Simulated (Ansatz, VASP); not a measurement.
# Two plane-wave programs on CaMg2ScC6N6

```
Ca Mg Sc C N
1.0
     0.00000    5.40200    5.40200
     5.40200    0.00000    5.40200
     5.40200    5.40200    0.00000
Ca Mg Sc C N
1 2 1 6 6
Direct
  0.50000 0.50000 0.50000
  0.25000 0.25000 0.25000
  0.75000 0.75000 0.75000
  0.00000 0.00000 0.00000
  0.81285 0.18715 0.18715
  0.18715 0.81285 0.18715
  0.18715 0.18715 0.81285
  0.18715 0.81285 0.81285
  0.81285 0.18715 0.81285
  0.81285 0.81285 0.18715
  0.70455 0.29545 0.29545
  0.29545 0.70455 0.29545
  0.29545 0.29545 0.70455
  0.29545 0.70455 0.70455
  0.70455 0.29545 0.70455
  0.70455 0.70455 0.29545
```

Alike in both runs: task single point; functional PBE; k mesh 4 × 4 × 4; occupations gaussian, width 0.1 eV; collinear spin.

|  | VASP | Ansatz |
| --- | --- | --- |
| version | VASP 6.6.1 | Ansatz 0.2.0 |
| potentials or method | VASP PAW PBE potentials, release 64 (Ca_sv, Mg, Sc_sv, C, N), cutoff 520 eV | scalar-relativistic, plane waves, PAW |
| valence electrons in the cell | 79 | 95 |

|  | VASP | Ansatz | Ansatz less VASP |
| --- | --- | --- | --- |
| gap on the k mesh at the Fermi level (eV) | none | none | - |
| pressure (GPa) | 14.7 | 14.1 | -0.57 |
| rms of the force components (eV/Å) | 1.355 | 1.516 | +0.1604 |
| net moment per atom (μB) | 0.06 | 0.06 | 0.000 |
| size of the moment on the site where the two differ most (μB) | 0.11 | 0.35 | +0.239 |

Site moments also hang on the region over which each program counts them. Atom by atom the forces differ by 0.176 eV/Å (rms over components). A gap of «none» marks a metal or a gap that the smearing closes. VASP's potentials hold 79 valence electrons a cell and Ansatz's 95, so a difference there can come from the potentials and not from the codes. Ansatz's warnings: seeded moment not kept.

Noted on VASP's run: the standard files for N, O and F lose accuracy on very short bonds.
